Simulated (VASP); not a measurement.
A run of VASP 6.6.1:

INCAR

```
  PREC = Accurate
  ENCUT = 520
  EDIFF = 1E-6
  ISMEAR = 0
  SIGMA = 0.01
  LREAL = F
  LASPH = T
  NELM = 80
  ALGO = Normal
  ISIF = 2
  LWAVE = F
  LCHARG = F
  IBRION = 2
  NSW = 60
  EDIFFG = -0.001
```

Contents of KPOINTS:

```
Automatic mesh
0
Gamma
  12 12 1
```

File POSCAR:

```
MoS2
1.0
    3.1600000000      0.0000000000      0.0000000000
   -1.5800000000      2.7366402760      0.0000000000
    0.0000000000      0.0000000000     20.0000000000
Mo S
1 2
Direct
    0.3333333333      0.6666666667      0.5000000000
    0.6666666667      0.3333333333      0.5782500000
    0.6666666667      0.3333333333      0.4217500000
```

Potentials or basis: VASP PAW LDA potentials, release 64 (Mo_sv, S).

Run with:

```bash
$ cat potpaw_LDA.64/Mo_sv/POTCAR potpaw_LDA.64/S/POTCAR > POTCAR
$ mpirun -np 1 vasp_std > vasp.out
```

Hardware: 1 thread of Intel(R) Xeon(R) 6975P-C (Granite Rapids), with other jobs on the host.

How long does it take, and how much memory?

Run time: 42 s on 1 thread of Intel(R) Xeon(R) 6975P-C (Granite Rapids), on a shared host, peak memory 0.25 GiB. Counts: scf iterations 34, k points 19, ion steps 3.
